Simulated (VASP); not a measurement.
Na3I2:

```
CELL_PARAMETERS angstrom
5.27039 0.00000 0.00000
-2.63519 4.56429 0.00000
0.00000 0.00000 6.10596
ATOMIC_POSITIONS crystal
Na 0.66667 0.66667 0.00000
Na 0.33333 0.00000 0.00000
Na 0.00000 0.33333 0.00000
I 0.00000 0.00000 0.22844
I 0.00000 0.00000 0.77156
```

The cell was generated, and may not be a known phase.

| Property | Result |
| --- | --- |
| Program | VASP 6.6.1 |
| Task | relaxation of cell and atoms |
| Functional | PBE |
| Potentials or basis | VASP PAW PBE potentials, release 64 (Na_pv, I) |
| Cutoff | 600 eV |
| k mesh | 6 × 6 × 4 |
| Occupations | gaussian, width 0.1 eV |
| Spin | no spin polarisation |

At the start: pressure 36.5 GPa; volume 29.38 Å³/atom.

Q: Where does the relaxation end?

A: Over 19 steps the energy falls by 2394.2 meV/atom and the volume is 74.67 Å³/atom (+154.2 %); space group P-62m (No. 189, to 0.1 Å) before and after.

The path:
```csv
step,energy change (eV),largest force (eV/Å),pressure (GPa),volume (Å³)
1,0.0000,14.0166,36.47,146.88
2,-9.0960,2.3440,0.03,337.97
3,-10.5163,2.7952,2.57,225.76
4,-11.2770,1.1803,0.41,252.15
5,-11.3642,0.9838,0.08,261.30
6,-11.4314,0.8087,-0.37,280.07
7,-11.5849,0.5925,-0.11,277.11
8,-11.7179,0.1636,0.79,270.04
9,-11.7218,0.2247,0.62,271.16
10,-11.7761,0.2214,0.43,282.51
11,-11.8751,0.2153,0.08,318.43
12,-11.9096,0.1897,-0.19,399.06
13,-11.9164,0.1906,-0.12,371.77
14,-11.9549,0.1010,-0.06,374.77
15,-11.9676,0.0675,0.01,377.46
16,-11.9685,0.0255,-0.05,378.07
17,-11.9685,0.0250,-0.05,378.07
18,-11.9693,0.0223,-0.04,376.89
19,-11.9710,0.0115,-0.02,373.35
```

Final structure:
```xyz
5
Lattice="6.8537 0.0000 0.0000 -3.4269 5.9355 0.0000 0.0000 0.0000 9.1777" Properties=species:S:1:pos:R:3 pbc="T T T"
Na    2.3694    4.1040    0.0000
Na    2.1149    0.0000    0.0000
Na    5.7963    1.8315    0.0000
I     6.8537    0.0000    2.1741
I     0.0000    0.0000    7.0036
```

Caveat: the volume moved by over 15 % at a fixed basis, so the end points are rough.
